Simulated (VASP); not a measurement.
# Si3N4 (P6_3/m) in VASP: further runs, part 2 of 2

VASP 6.6.1. Earlier steps stand in the parts before.

## Step 3: Electric field gradients, r2SCAN

The input, POSCAR:

```
Si3N4
1.0
    7.6140000000      0.0000000000      0.0000000000
   -3.8070000000      6.5939174244      0.0000000000
    0.0000000000      0.0000000000      2.9123000000
Si N
6 8
Direct
    0.1739651089      0.7678528854      0.2500000000
    0.4061122235      0.1739651089      0.7500000000
    0.2321471146      0.4061122235      0.2500000000
    0.8260348911      0.2321471146      0.7500000000
    0.5938877765      0.8260348911      0.2500000000
    0.7678528854      0.5938877765      0.7500000000
    0.3333333333      0.6666666667      0.2500000000
    0.6666666667      0.3333333333      0.7500000000
    0.3297582753      0.0299119762      0.2500000000
    0.2998462991      0.3297582753      0.7500000000
    0.9700880238      0.2998462991      0.2500000000
    0.6702417247      0.9700880238      0.7500000000
    0.7001537009      0.6702417247      0.2500000000
    0.0299119762      0.7001537009      0.7500000000
```

The input, INCAR.step1:

```
  ALGO = Normal
  EDIFF = 1E-4
  ENCUT = 520
  GGA = PE
  ISMEAR = -1
  LASPH = T
  LCHARG = F
  LREAL = F
  LWAVE = T
  NBANDS = 45
  NELM = 60
  PREC = Accurate
  SIGMA = 0.02
```

The input, INCAR.step2:

```
  ALGO = Normal
  EDIFF = 1E-8
  ENCUT = 520
  ISIF = 2
  ISMEAR = -1
  ISTART = 1
  LASPH = T
  LCHARG = F
  LEFG = T
  LMIXTAU = T
  LREAL = F
  LWAVE = F
  METAGGA = R2SCAN
  NBANDS = 45
  NELM = 60
  PREC = Accurate
  SIGMA = 0.02
```

The input, KPOINTS:

```
k-points
0
Gamma
  4 4 9
```

Potentials or basis: VASP PAW PBE potentials, release 64 (Si, N).

On the command line:

```console
$ cat potpaw_PBE.64/Si/POTCAR potpaw_PBE.64/N/POTCAR > POTCAR
$ cp INCAR.step1 INCAR
$ mpirun -np 1 vasp_std > vasp.out
$ cp INCAR.step2 INCAR
$ mpirun -np 1 vasp_std > vasp.out
```

OUTCAR:

```text
EDIFF = 1E-8
   ENCUT = 520
   ISIF = 2
   ISMEAR = -1
   ISTART = 1
   LASPH = T
   LREAL = F
   METAGGA = R2SCAN
   NELM = 60
   PREC = Accurate

 ion  position               nearest neighbor table
   1  0.174  0.768  0.250-   7 1.73   9 1.74  14 1.74  14 1.74   3 3.00   5 3.00   2 3.06   2 3.06
                             6 3.06   6 3.06
   2  0.406  0.174  0.750-   8 1.73  10 1.74   9 1.74   9 1.74   6 3.00   4 3.00   1 3.06   1 3.06
                             3 3.06   3 3.06
   3  0.232  0.406  0.250-   7 1.73  11 1.74  10 1.74  10 1.74   5 3.00   1 3.00   2 3.06   2 3.06
                             4 3.06   4 3.06
   4  0.826  0.232  0.750-   8 1.73  12 1.74  11 1.74  11 1.74   6 3.00   2 3.00   5 3.06   5 3.06
                             3 3.06   3 3.06
   5  0.594  0.826  0.250-   7 1.73  13 1.74  12 1.74  12 1.74   3 3.00   1 3.00   4 3.06   4 3.06
                             6 3.06   6 3.06
   6  0.768  0.594  0.750-   8 1.73  14 1.74  13 1.74  13 1.74   2 3.00   4 3.00   5 3.06   5 3.06
                             1 3.06   1 3.06
   7  0.333  0.667  0.250-   1 1.73   5 1.73   3 1.73
   8  0.667  0.333  0.750-   4 1.73   2 1.73   6 1.73
   9  0.330  0.030  0.250-   1 1.74   2 1.74   2 1.74
  10  0.300  0.330  0.750-   2 1.74   3 1.74   3 1.74
  11  0.970  0.300  0.250-   3 1.74   4 1.74   4 1.74
  12  0.670  0.970  0.750-   4 1.74   5 1.74   5 1.74
  13  0.700  0.670  0.250-   5 1.74   6 1.74   6 1.74
  14  0.030  0.700  0.750-   6 1.74   1 1.74   1 1.74

  LATTYP: Found a hexagonal cell.
 ALAT       =     7.6140000000
 C/A-ratio  =     0.3824927765

  Lattice vectors:
[... 1207 lines left out ...]
  12     -46.566    20.656    25.910     2.548     0.000    -0.000
  13       1.644   -27.554    25.910   -30.382    -0.000    -0.000
  14       6.058   -31.967    25.910    27.834    -0.000     0.000
---------------------------------------------------------------------

 Electric field gradients after diagonalization (V/A^2)
 (convention: |V_zz| > |V_xx| > |V_yy|)
----------------------------------------------------------------------
 ion       V_xx      V_yy      V_zz     asymmetry (V_yy - V_xx)/ V_zz
----------------------------------------------------------------------
   1      -5.664    -4.005     9.669       0.172
   2      -5.664    -4.005     9.669       0.172
   3      -5.664    -4.005     9.669       0.172
   4      -5.664    -4.005     9.669       0.172
   5      -5.664    -4.005     9.669       0.172
   6      -5.664    -4.005     9.669       0.172
   7      23.413    23.412   -46.826       0.000
   8      23.413    23.412   -46.826       0.000
   9      25.910    20.752   -46.662       0.111
  10      25.910    20.753   -46.662       0.111
  11      25.910    20.752   -46.662       0.111
  12      25.910    20.752   -46.662       0.111
  13      25.910    20.753   -46.662       0.111
  14      25.910    20.752   -46.662       0.111
----------------------------------------------------------------------

           NMR quadrupolar parameters

 Cq : quadrupolar parameter    Cq=e*Q*V_zz/h
 eta: asymmetry parameters     (V_yy - V_xx)/ V_zz
 Q  : nuclear electric quadrupole moment in mb (millibarn)
----------------------------------------------------------------------
 ion       Cq(MHz)       eta       Q (mb)
----------------------------------------------------------------------
   1       0.023       0.172       1.000
   2       0.023       0.172       1.000
   3       0.023       0.172       1.000
   4       0.023       0.172       1.000
   5       0.023       0.172       1.000
   6       0.023       0.172       1.000
   7      -0.113       0.000       1.000
   8      -0.113       0.000       1.000
   9      -0.113       0.111       1.000
  10      -0.113       0.111       1.000
  11      -0.113       0.111       1.000
  12      -0.113       0.111       1.000
  13      -0.113       0.111       1.000
  14      -0.113       0.111       1.000
----------------------------------------------------------------------
```

OSZICAR.step1:

```text
N       E                     dE             d eps       ncg     rms          rms(c)
DAV:   1     0.289484361317E+03    0.28948E+03   -0.31702E+04  1800   0.132E+03
DAV:   2    -0.106832376871E+03   -0.39632E+03   -0.37657E+03  2315   0.280E+02
DAV:   3    -0.130827588019E+03   -0.23995E+02   -0.23823E+02  2288   0.719E+01
DAV:   4    -0.131213896589E+03   -0.38631E+00   -0.38494E+00  2288   0.980E+00
DAV:   5    -0.131223355925E+03   -0.94593E-02   -0.94460E-02  2206   0.147E+00    0.294E+01
DAV:   6    -0.114635422772E+03    0.16588E+02   -0.58657E+01  2158   0.308E+01    0.131E+01
DAV:   7    -0.114555571380E+03    0.79851E-01   -0.30855E+00  2272   0.724E+00    0.628E+00
DAV:   8    -0.114510045217E+03    0.45526E-01   -0.16807E-01  2163   0.199E+00    0.217E+00
DAV:   9    -0.114509373628E+03    0.67159E-03   -0.38199E-02  2296   0.102E+00    0.310E-01
DAV:  10    -0.114511275463E+03   -0.19018E-02   -0.39028E-03  2035   0.275E-01    0.176E-01
DAV:  11    -0.114511998510E+03   -0.72305E-03   -0.94628E-04  2080   0.158E-01    0.282E-02
DAV:  12    -0.114512035992E+03   -0.37482E-04   -0.49458E-05  1552   0.404E-02
   1 F= -.11451204E+03 E0= -.11451204E+03  d E =-.208459E-11
```

Run time: 12 min. Hardware: 1 thread of Intel Xeon 8259CL, shared host; peak memory 0.36 GiB.

What came out:

```yaml
Free_energy: -144.1604 eV
Pressure: -1.5 GPa
Largest_force: 0.053 eV/Å
Band_gap_on_the_k_mesh: 4.98 eV (least direct gap 5.16 eV)
Largest_electric_field_gradient_by_atom: Si +9.7; N -46.8, -46.7 (each value once) V/Å²
```

Forces in eV/Å, atoms in the order of the input:
```
Si   0.017  0.050  0.000
Si  -0.035  0.039  0.000
Si  -0.052 -0.010  0.000
Si  -0.017 -0.050  0.000
Si   0.035 -0.039  0.000
Si   0.052  0.010  0.000
N    0.000  0.000  0.000
N    0.000  0.000  0.000
N    0.009  0.037  0.000
N   -0.028  0.027  0.000
N   -0.037 -0.011  0.000
N   -0.009 -0.037  0.000
N    0.028 -0.027  0.000
N    0.037  0.011  0.000
```

Electric field gradients, principal values (V/Å²):
```
atom   least  middle  greatest (by size)
1 Si  -4.005  -5.664               9.669
2 Si  -4.005  -5.664               9.669
3 Si  -4.005  -5.664               9.669
4 Si  -4.005  -5.664               9.669
5 Si  -4.005  -5.664               9.669
6 Si  -4.005  -5.664               9.669
 7 N  23.412  23.413             -46.826
 8 N  23.412  23.413             -46.826
 9 N  20.752  25.910             -46.662
10 N  20.753  25.910             -46.662
11 N  20.752  25.910             -46.662
12 N  20.752  25.910             -46.662
13 N  20.753  25.910             -46.662
14 N  20.752  25.910             -46.662
```

Caveat: without QUAD_EFG the Cq values of the log hold for a quadrupole moment of 1 mb, not for the nuclei; the PAW data sets were made with another functional, which shifts forces and pressure a little; an odd mesh through Γ misses points on the zone boundary, where band edges can lie.
